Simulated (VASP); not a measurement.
Runs of VASP 6.6.1 on NaTi2. The structure is that of space group P6/mmm (No. 191), or close to it. The cells are those of the table. 

```tsv
task	cell	k mesh	cutoff (eV)	gap on the mesh (eV)	pressure (GPa)	relaxed volume (Å³/atom)
single point	a = 3.682, b = 3.682, c = 3.975 Å, angles 90.0, 90.0, 120.0°, 3 atoms	6 × 6 × 4	520	none	28.7	-
relaxation of cell and atoms	relaxed from a = 5.174, b = 5.174, c = 2.538 Å, angles 90.0, 90.0, 120.0°, 3 atoms	6 × 6 × 6	600	none	-0.1	20.12
single point	a = 5.162, b = 5.162, c = 2.616 Å, angles 90.0, 90.0, 120.0°, 3 atoms	6 × 6 × 6	520	none	0.0	-
single point	a = 5.174, b = 5.174, c = 2.538 Å, angles 90.0, 90.0, 120.0°, 3 atoms	6 × 6 × 4	520	none	(a)	-
relaxation of cell and atoms	relaxed from a = 3.682, b = 3.682, c = 3.975 Å, angles 90.0, 90.0, 120.0°, 3 atoms	6 × 6 × 4	600	none	0.0	19.56
```

Alike in all rows: level PBE; potentials or basis VASP PAW PBE potentials, release 64 (Na_pv, Ti_sv); no spin polarisation; smearing gaussian 0.1 eV.

Q: Fill in the values left out.

A: (a) 0.1.

Caveats: all runs use coarse meshes; the volume moved by over 15 % at a fixed basis, so the end points are rough (at least some runs).

A gap of «none» marks levels without a gap at the run's occupations.
